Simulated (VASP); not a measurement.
Write the native input for VASP 6.6.1 that does the following.

- Task: single point
- Functional: r2SCAN
- Potentials or basis: VASP PAW PBE potentials, release 64 (Sb_d_GW)
- Cutoff: 550 eV
- k mesh: 6 × 6 × 6
- Occupations: gaussian, width 0.05 eV
- Spin: non-collinear spin, zero start, spin-orbit coupling
- Starting moments: [[0.0, 0.0, 0.0], [0.0, 0.0, 0.0]] μB
- Dipole correction: no
- Further INCAR settings: ALGO = Normal; EDIFF = 1e-06; NBANDS = 42

The system is Sb.

```xyz
2
Lattice="2.1565 1.2451 3.7499 -2.1565 1.2451 3.7499 0.0000 -2.4901 3.7499" Properties=species:S:1:pos:R:3 pbc="T T T"
Sb    0.0000    0.0000    2.6282
Sb    0.0000    0.0000    8.6217
```

The input as run:

POSCAR

```
Sb
1.0
    2.1564921131      1.2450513020      3.7499488168
   -2.1564921131      1.2450513020      3.7499488168
    0.0000000000     -2.4901026040      3.7499488168
Sb
2
Direct
    0.2336185135      0.2336185135      0.2336185135
    0.7663814865      0.7663814865      0.7663814865
```

INCAR.step1

```
SYSTEM = Sb
PREC = Accurate ; ENCUT = 550
ISMEAR = 0 ; SIGMA = 0.05
LREAL = .FALSE. ; LASPH = .TRUE.
NELM = 200 ; MAGMOM = 0 0 0 0 0 0
LSORBIT = .TRUE. ; GGA_COMPAT = .FALSE.
NBANDS = 42 ; GGA = PE
ALGO = Normal ; EDIFF = 1E-5
LWAVE = .TRUE. ; LCHARG = .FALSE.
```

INCAR.step2

```
SYSTEM = Sb
PREC = Accurate ; ENCUT = 550
EDIFF = 1E-6 ; ISMEAR = 0
SIGMA = 0.05 ; LREAL = .FALSE.
LASPH = .TRUE. ; NELM = 200
ALGO = Normal ; ISIF = 2
LWAVE = .FALSE. ; LCHARG = .FALSE.
MAGMOM = 0 0 0 0 0 0 ; LORBIT = 11
LSORBIT = .TRUE. ; GGA_COMPAT = .FALSE.
LORBMOM = .TRUE. ; METAGGA = R2SCAN
LMIXTAU = .TRUE. ; NBANDS = 42
ISTART = 1
```

KPOINTS

```
regular mesh
0
G
  6 6 6
  0 0 0
```

Potentials or basis: VASP PAW PBE potentials, release 64 (Sb_d_GW).

Launch:

```console
$ cat potpaw_PBE.64/Sb_d_GW/POTCAR > POTCAR
$ cp INCAR.step1 INCAR
$ mpirun -np 1 vasp_ncl > vasp.out
$ cp INCAR.step2 INCAR
$ mpirun -np 1 vasp_ncl > vasp.out
```

It gave:

```json
{
  "Pressure": "1.7 GPa",
  "Largest force": "0.094 eV/Å",
  "Net moment": "0.00 μB per cell",
  "Valence electrons inside the program's atomic spheres": "Sb 12.54"
}
```

Caveat: the PAW data sets were made with another functional, which shifts forces and pressure a little.

Wall time 10 min on 1 thread of Intel(R) Xeon(R) 6975P-C (Granite Rapids) (shared host), peak memory 0.52 GiB.
